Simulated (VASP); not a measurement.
Input of a VASP 6.6.1 run:

The input INCAR:

```
PREC     = Accurate       # precision mode
ENCUT    = 520            # plane-wave cutoff, eV
EDIFF    = 1E-7           # SCF threshold, eV
ISMEAR   = 0              # smearing method
SIGMA    = 0.1            # smearing width, eV
LREAL    = F              # projectors in reciprocal space
LASPH    = T              # aspherical terms in the spheres
NELM     = 100            # most SCF steps
ALGO     = Normal         # electronic algorithm
ISIF     = 2              # what is computed and relaxed
LWAVE    = F              # write WAVECAR
LCHARG   = F              # write CHGCAR
GGA      = PE             # functional
NBANDS   = 41             # bands
```

Contents of KPOINTS:

```
regular mesh
0
Gamma
  4 4 2
```

File POSCAR:

```
BiPbCl5
1.0
    4.3528099000      0.0000000000      0.0000000000
   -0.0495144000      6.0571913000      0.0000000000
   -0.0050477000     -0.4210154000      9.1169327000
Bi Pb Cl
1 1 5
Direct
    0.0007820000      0.7779930000      0.4880980000
    0.4984720000      0.8199410000      0.9296110000
    0.9977170000      0.3898650000      0.3830500000
    0.9975340000      0.5725150000      0.7465710000
    0.5004700000      0.8411780000      0.2972610000
    0.5018310000      0.0073850000      0.6574370000
    0.0031960000      0.0911230000      0.9979730000
```

Potentials or basis: VASP PAW PBE potentials, release 64 (Bi_d, Pb_d, Cl).

The run is started by

```sh
$ cat potpaw_PBE.64/Bi_d/POTCAR potpaw_PBE.64/Pb_d/POTCAR potpaw_PBE.64/Cl/POTCAR > POTCAR
$ mpirun -np 1 vasp_std > vasp.out
```

Q: Predict the pressure.

A: -0.1 GPa.

Q: What does it give for the largest force?

A: 0.008 eV/Å.

Q: Estimate the band gap on the k mesh.

A: 3.24 eV (least direct gap 3.30 eV).

Forces in eV/Å, atoms in the order of the input:
```
Bi  -0.004 -0.007 -0.001
Pb   0.007 -0.002  0.003
Cl   0.000  0.005  0.003
Cl  -0.001  0.000 -0.005
Cl   0.002 -0.001 -0.001
Cl   0.001  0.004  0.001
Cl  -0.005  0.002 -0.001
```

Caveat: spin-orbit coupling is left out, which moves the levels of the heavy elements. A k mesh can miss the band edges.
